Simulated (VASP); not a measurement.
# B16N15 (a cell with a defect) in VASP: single point with PBE+D3(BJ)

Aim: the single point of B16N15 (a cell with a defect) with PBE+D3(BJ).

All numbers are computed with VASP 6.6.1; they aren't measurements. Logs are shortened: lines on timing, memory, paths and dates and some standing lists are left out, and cuts for length are marked.

## 1. The cell of the first run

The cell holds a defect, 31 atoms: a = 6.660 Å, b = 6.660 Å, c = 6.660 Å, α = 97.63°, β = 97.63°, γ = 97.63°.

## 2. Single point, PBE+D3(BJ), collinear spin (atoms taken out, then relaxed in part)

Input file INCAR:

```
SYSTEM = B16N15
PREC = Accurate
ENCUT = 520
EDIFF = 1E-6
ISMEAR = 0
SIGMA = 0.01
LREAL = Auto
LASPH = .True.
NELM = 200
ALGO = Normal
ISIF = 2
LWAVE = .False.
LCHARG = .False.
ISPIN = 2
MAGMOM = 0 0 0 0 0 0 1 0 1 0 0 0 1 0 0 0 0 0 0 0 0 0 0 0 0 0 0 0 0 0 0
LORBIT = 11
GGA = PE
IVDW = 12
NELECT = 121.0
NBANDS = 86
GGA_COMPAT = .False.
```

Input file KPOINTS:

```
Automatic mesh
0
Gamma
  2 2 2
  0.5 0.5 0.5
```

Input file POSCAR:

```
B16N15
1.0
    0.0000000000      5.7876219412     -3.2948837568
    5.0122276286     -2.8938109706     -3.2948837569
   -5.0122276286     -2.8938109706     -3.2948837569
B N
16 15
Direct
    0.0004688346      0.2517327950      0.7497568653
    0.2501730827      0.0014034088      0.7478999699
    0.4987070577      0.7499712814      0.7489913462
   -0.0013522178      0.5014560311      0.4994546454
    0.7501568694      0.5014441504      0.7479206830
    0.2501838480      0.2498960801      0.4994433739
    0.5004900594     -0.0017600595      0.4962652514
   -0.0002898067      0.7499760653      0.2479979929
    0.7469991924      0.7517740132      0.4962900662
    0.2498413426      0.5011083924      0.2490620889
    0.4987091766      0.2509529920      0.2479996696
   -0.0013880246      0.0013990113     -0.0005571441
    0.7469908305     -0.0017463614      0.2497496465
    0.2498317584      0.7510100526     -0.0008860172
    0.4997676427      0.5010988500     -0.0008781860
    0.7501479046      0.2498863508     -0.0005450809
    0.9121753939      0.6708938849      0.4146424232
    0.1667242486      0.4179828436      0.4162914873
    0.6653235601      0.1634029426      0.1688765762
    0.4195982604      0.1634042146      0.4146176648
    0.9121300485      0.9165717392      0.1688578759
    0.1669265012      0.6684646316      0.1664914710
    0.6669895184      0.4179640914      0.9159900618
    0.4172137025      0.4181924154      0.1665030751
    0.9163883861      0.1676493240      0.9164124546
    0.1667015665      0.9182405017      0.9159776421
    0.6653415440      0.6708766477      0.6614482097
    0.4172064459      0.6684644549      0.9162079625
    0.9164344486      0.4184391288      0.6657209074
    0.1671500441      0.1676680144      0.6656918918
    0.4195904511      0.9165804857      0.6614183938
```

Potentials or basis: VASP PAW PBE potentials, release 64 (B, N).

Started as:

```sh
$ cat potpaw_PBE.64/B/POTCAR potpaw_PBE.64/N/POTCAR > POTCAR
$ mpirun -np 1 vasp_std > vasp.out
```

OUTCAR:

```text
SYSTEM = B16N15
   PREC = Accurate
   ENCUT = 520
   EDIFF = 1E-6
   ISMEAR = 0
   LREAL = Auto
   LASPH = .True.
   NELM = 200
   ISIF = 2
   ISPIN = 2
   LORBIT = 11
   GGA = PE
   IVDW = 12
   NELECT = 121.0
 IVDW          = 12

 ion  position               nearest neighbor table
   1  0.000  0.252  0.750-  25 1.45  29 1.45  30 1.45
   2  0.250  0.001  0.748-  30 1.44  26 1.45  31 1.48
   3  0.499  0.750  0.749-  28 1.44  27 1.45  31 1.45
   4  0.999  0.501  0.499-  29 1.44  18 1.45  17 1.48
   5  0.750  0.501  0.748-  29 1.44  23 1.45  27 1.48
   6  0.250  0.250  0.499-  30 1.44  18 1.45  20 1.48
   7  0.500  0.998  0.496-  31 1.43  20 1.43
   8  1.000  0.750  0.248-  22 1.44  17 1.45  21 1.45
   9  0.747  0.752  0.496-  27 1.43  17 1.43
  10  0.250  0.501  0.249-  22 1.45  24 1.45  18 1.45
  11  0.499  0.251  0.248-  24 1.44  20 1.45  19 1.45
  12  0.999  0.001  0.999-  25 1.44  26 1.46  21 1.48
  13  0.747  0.998  0.250-  19 1.43  21 1.43
  14  0.250  0.751  0.999-  28 1.45  22 1.45  26 1.45
  15  0.500  0.501  0.999-  28 1.45  24 1.45  23 1.45
  16  0.750  0.250  0.999-  25 1.44  23 1.45  19 1.48
  17  0.912  0.671  0.415-   9 1.43   8 1.45   4 1.48
  18  0.167  0.418  0.416-  10 1.45   6 1.45   4 1.45
  19  0.665  0.163  0.169-  13 1.43  11 1.45  16 1.48
[... 10 lines left out ...]
  30  0.167  0.168  0.666-   6 1.44   2 1.44   1 1.45
  31  0.420  0.917  0.661-   7 1.43   3 1.45   2 1.48

  LATTYP: Found a trigonal (rhomboedric) cell.
 ALAT       =     6.6597917914
 COS(alpha) =    -0.1328444055

  Lattice vectors:

 A1 = (   0.0000000000,   5.7876219412,  -3.2948837568)
 A2 = (   5.0122276286,  -2.8938109706,  -3.2948837569)
 A3 = (  -5.0122276286,  -2.8938109706,  -3.2948837569)

Analysis of symmetry for initial positions (statically):
=====================================================================
 Subroutine PRICEL returns:
 Original cell was already a primitive cell.

 Routine SETGRP: Setting up the symmetry group for a
 trigonal (rhombohedral) supercell.

 Subroutine GETGRP returns: Found  1 space group operations
 (whereof  1 operations were pure point group operations)
 out of a pool of 12 trial point group operations.

The static configuration has the point symmetry C_1 .

Analysis of symmetry for dynamics (positions and initial velocities):
=====================================================================
 Subroutine PRICEL returns:
 Original cell was already a primitive cell.

 Routine SETGRP: Setting up the symmetry group for a
 trigonal (rhombohedral) supercell.

 Subroutine GETGRP returns: Found  1 space group operations
 (whereof  1 operations were pure point group operations)
 out of a pool of 12 trial point group operations.

The dynamic configuration has the point symmetry C_1 .

Analysis of structural, dynamic, and magnetic symmetry:
=====================================================================
 Subroutine PRICEL returns:
 Original cell was already a primitive cell.

 Routine SETGRP: Setting up the symmetry group for a
 trigonal (rhombohedral) supercell.

 Subroutine GETGRP returns: Found  1 space group operations
 (whereof  1 operations were pure point group operations)
 out of a pool of 12 trial point group operations.

The overall configuration has the point symmetry C_1 .

 Subroutine INISYM returns: Found  1 space group operations
 (whereof  1 operations are pure point group operations),
 and found     1 'primitive' translations

----------------------------------------------------------------------------------------

                                     Primitive cell

  volume of cell :     286.7426

  direct lattice vectors                    reciprocal lattice vectors
     0.000000000  5.787621941 -3.294883757     0.000000000  0.115188358 -0.101166948
     5.012227629 -2.893810971 -3.294883757     0.099756044 -0.057594179 -0.101166948
    -5.012227629 -2.893810971 -3.294883757    -0.099756044 -0.057594179 -0.101166948

  length of vectors
     6.659791791  6.659791791  6.659791791     0.153307238  0.153307238  0.153307238

  position of ions in fractional coordinates (direct lattice)
     0.000468835  0.251732795  0.749756865
     0.250173083  0.001403409  0.747899970
     0.498707058  0.749971281  0.748991346
     0.998647782  0.501456031  0.499454645
     0.750156869  0.501444150  0.747920683
     0.250183848  0.249896080  0.499443374
[... 23 lines left out ...]
     0.167150044  0.167668014  0.665691892
[... 57 lines left out ...]
 Subroutine IBZKPT returns following result:
 ===========================================

 Found      4 irreducible k-points:

 Following reciprocal coordinates:
            Coordinates               Weight
  0.250000  0.250000  0.250000      2.000000
 -0.250000  0.250000  0.250000      2.000000
  0.250000 -0.250000  0.250000      2.000000
  0.250000  0.250000 -0.250000      2.000000
   k-points           NKPTS =      4   k-points in BZ     NKDIM =      4   number of bands    NBANDS=     86
   number of dos      NEDOS =    301   number of ions     NIONS =     31
   total plane-waves  NPLWV = 125000
   dimension x,y,z NGX =    50 NGY =   50 NGZ =   50
   dimension x,y,z NGXF=   100 NGYF=  100 NGZF=  100
   ions per type =              16  15
   NGX,Y,Z   is equivalent  to a cutoff of  12.48, 12.48, 12.48 a.u.
   NGXF,Y,Z  is equivalent  to a cutoff of  24.96, 24.96, 24.96 a.u.
 SYSTEM =  B16N15
   PREC   = accura    normal or accurate (medium, high low for compatibility)
   ISTART =      0    job   : 0-new  1-cont  2-samecut
   ICHARG =      2    charge: 1-file 2-atom 10-const
   ISPIN  =      2    spin polarized calculation?
   LNONCOLLINEAR =      F non collinear calculations
   LSORBIT =      F    spin-orbit coupling
   LASPH  =      T    aspherical Exc in radial PAW
   ENCUT  =  520.0 eV  38.22 Ry    6.18 a.u.  12.38 12.38 12.38*2*pi/ulx,y,z
   NELM   =    200;   NELMIN=  2; NELMDL= -5     # of ELM steps
   EDIFF  = 0.1E-05   stopping-criterion for ELM
   LREAL  =      T    real-space projection
   EDIFFG = 0.1E-04   stopping-criterion for IOM
   NSW    =      0    number of steps for IOM
   IBRION =     -1    ionic relax: 0-MD 1-quasi-New 2-CG
   NFREE  =      0    steps in history (QN), initial steepest desc. (CG)
   ISIF   =      2    stress and relaxation
   ISYM   =      2    0-nonsym 1-usesym 2-fastsym
   POTIM  = 0.5000    time-step for ionic-motion
   TEBEG  =    0.0;   TEEND  =   0.0 temperature during run
   PSTRESS=    0.0 pullay stress
   NELECT =     121.0000    total number of electrons
   NUPDOWN=      -1.0000    fix difference up-down
   EMIN   =  10.00;   EMAX   =-10.00  energy-range for DOS
   EFERMI =   0.00;   METHOD = LEGACY
   ISMEAR =     0;   SIGMA  =   0.01  broadening in eV -4-tet -1-fermi 0-gaus
   EFERMI_NEDOS =   21; number of points for ismear=-14 and -15
   IALGO  =     38    algorithm
   IMIX   =      4    mixing-type and parameters
     AMIX     =   0.40;   BMIX     =  1.00
     AMIX_MAG =   1.60;   BMIX_MAG =  1.00
  volume/ion in A,a.u.               =       9.25        62.42
  Fermi-wavevector in a.u.,A,eV,Ry     =   1.227927  2.320445 20.514926  1.507805
  Thomas-Fermi vector in A             =   2.362872
   LORBIT       =     11    0 simple, 1 ext, 2 COOP (PROOUT), +10 PAW based schemes
   GGA     = PE    functional components
   LHFCALC =     F    Hartree Fock is set to
   AEXX    =    0.0000 exact exchange contribution
   IVDW    =    12    specifies the selected vdW correction
   LEPSILON=     F    determine dielectric tensor
   LRPA    =     F    only Hartree local field effects (RPA)
 spin polarized calculation
 Gauss-broadening in eV      SIGMA  =   0.01
  energy-cutoff  :      520.00
  volume of cell :      286.74
 maximum number of plane-waves:      7728
 NGX is ok and might be reduce to    50
   NGX = 25   NGY = 25   NGZ = 25

 number of electron     121.0000013 magnetization       0.9996934

 Free energy of the ion-electron system (eV)
  ---------------------------------------------------
  ext. energy  EPLUGINS =         0.00000000
  ---------------------------------------------------
  free energy    TOTEN  =      -272.25272390 eV

  energy without entropy =     -272.25079565  energy(sigma->0) =     -272.25175977

 E-fermi :   1.7998     XC(G=0):  -9.9050

 val. band max:        1.7967904155   @ k =   0.2500  -0.2500   0.2500
 cond. band min:       1.9105238266   @ k =   0.2500  -0.2500   0.2500
 fundamental gap:      0.1137334110
 Fermi energy:         1.7997864426

 spin component 1

 k-point     1 :       0.2500    0.2500    0.2500
  band No.  band energies     occupation
      1     -15.4874      1.00000
      2     -14.5975      1.00000
      3     -14.5973      1.00000
      4     -14.3651      1.00000
      5     -14.3341      1.00000
      6     -14.3340      1.00000
[... 289 lines left out ...]
     71       8.2608      0.00000
     72       8.7442      0.00000
 Fermi energy:         1.7997864426

 spin component 2

 k-point     1 :       0.2500    0.2500    0.2500
  band No.  band energies     occupation
      1     -15.4234      1.00000
      2     -14.5315      1.00000
      3     -14.5313      1.00000
      4     -14.3074      1.00000
      5     -14.2590      1.00000
      6     -14.2590      1.00000
[... 289 lines left out ...]
     71       8.3140      0.00000
     72       8.7792      0.00000
 [bands above 72 left out]

------------------------ aborting loop because EDIFF is reached ----------------------------------------

 Edisp (eV)   -4.46702

 E8    (eV) :    -1.3184

  FORCE on cell =-STRESS in cart. coord.  units (eV):
  Direction    XX          YY          ZZ          XY          YZ          ZX
  --------------------------------------------------------------------------------------
  -------------------------------------------------------------------------------------
  Total     -21.57305   -21.57724   -16.80628     0.00007    -0.00169     0.00094
  in kB    -120.53962  -120.56303   -93.90526     0.00040    -0.00944     0.00525
  external pressure =     -111.67 kB  Pullay stress =        0.00 kB

 VOLUME and BASIS-vectors are now :
 -----------------------------------------------------------------------------
  energy-cutoff  :      520.00
  volume of cell :      286.74
      direct lattice vectors                 reciprocal lattice vectors
     0.000000000  5.787621941 -3.294883757     0.000000000  0.115188358 -0.101166948
     5.012227629 -2.893810971 -3.294883757     0.099756044 -0.057594179 -0.101166948
    -5.012227629 -2.893810971 -3.294883757    -0.099756044 -0.057594179 -0.101166948

 POSITION                                       TOTAL-FORCE (eV/Angst)
 -----------------------------------------------------------------------------------
     -2.49621     -2.89541     -3.30134        -0.000581      0.001744     -0.000987
     -3.74161     -0.72044     -3.29316         0.000108      0.001341     -0.000328
      0.00491     -1.45139     -6.58209         0.001133      0.002416      0.000622
      0.01003      2.88335     -6.58831         0.002993     -0.002075     -0.000945
     -1.23540      0.72620     -6.58819         0.001224     -0.000727     -0.001318
     -1.25079     -0.72048     -3.29331        -0.001323      0.000858      0.000295
[... 23 lines left out ...]
     -2.49621     -1.44418     -3.29656         0.000405     -0.002318      0.000155
      1.27893     -2.13800     -6.58182        -0.002943     -0.002110     -0.000606
 -----------------------------------------------------------------------------------
    total drift:                               -0.013672     -0.004293      0.002111

  FREE ENERGIE OF THE ION-ELECTRON SYSTEM (eV)
  ---------------------------------------------------
  free  energy   TOTEN  =      -276.7197427891 eV

  energy  without entropy=     -276.7178145345  energy(sigma->0) =     -276.71877866

 total charge

# of ion       s       p       d       tot
------------------------------------------
    1        0.735   1.391   0.000   2.126
    2        0.730   1.374   0.000   2.104
    3        0.744   1.403   0.000   2.147
    4        0.730   1.374   0.000   2.104
    5        0.730   1.374   0.000   2.104
    6        0.730   1.374   0.000   2.104
[... 23 lines left out ...]
   30        1.228   2.771   0.000   3.999
   31        1.228   2.752   0.000   3.979
--------------------------------------------------
tot         30.092  63.015   0.000  93.107

 magnetization (x)

# of ion       s       p       d       tot
------------------------------------------
    1       -0.001  -0.003   0.000  -0.004
    2       -0.001  -0.004   0.000  -0.006
    3       -0.001  -0.003   0.000  -0.004
    4       -0.001  -0.004   0.000  -0.006
    5       -0.001  -0.004   0.000  -0.006
    6       -0.001  -0.004   0.000  -0.006
[... 23 lines left out ...]
   30        0.001   0.039   0.000   0.040
   31        0.001   0.046   0.000   0.047
--------------------------------------------------
tot          0.003   0.659   0.000   0.661
```

It took 8.8 min on 1 thread of Intel Xeon Platinum 8488C (Sapphire Rapids), shared host; peak memory 0.49 GiB.

What came out:

- Free energy: -276.7197 eV
- Largest force: 0.014 eV/Å
- Net moment: 1.00 μB per cell
- Site moments: B -0.00, -0.01 (each value once); N +0.05, +0.07, +0.04 (each value once) μB
- Valence electrons inside the program's atomic spheres: B 2.13, 2.10, 2.15, 1.90, 2.14 (each value once); N 3.98, 4.00 (each value once)
- Dispersion energy per atom: -0.144 eV

Forces in eV/Å, atoms in the order of the input:
```
B   -0.001  0.002 -0.001
B    0.000  0.001  0.000
B    0.001  0.002  0.001
B    0.003 -0.002 -0.001
B    0.001 -0.001 -0.001
B   -0.001  0.001  0.000
B    0.000  0.012 -0.001
B   -0.002 -0.002  0.001
B    0.011 -0.005 -0.001
B    0.000  0.003  0.000
B    0.002  0.000  0.000
B    0.000 -0.001  0.001
B   -0.013 -0.006  0.000
B   -0.003  0.000  0.001
B    0.000 -0.003  0.001
B   -0.002 -0.001  0.001
N   -0.001  0.004  0.000
N    0.000 -0.001  0.000
N    0.005 -0.001 -0.001
N    0.003 -0.002  0.000
N    0.001  0.004 -0.001
N    0.001 -0.001  0.000
N    0.001  0.000  0.000
N   -0.001  0.001  0.000
N    0.002  0.000 -0.001
N    0.000 -0.001  0.000
N   -0.003 -0.001  0.000
N    0.000  0.000  0.000
N   -0.001  0.001  0.001
N    0.000 -0.002  0.000
N   -0.003 -0.002 -0.001
```

Caveat: the k points lie up to 0.48 Å⁻¹ apart; the cell carries a net charge on a neutralising background, which shifts energy and pressure; the cell differs from its parent crystal (atoms taken out, then relaxed in part); the cell is charged against a uniform background, so pressure and absolute levels hang on convention.
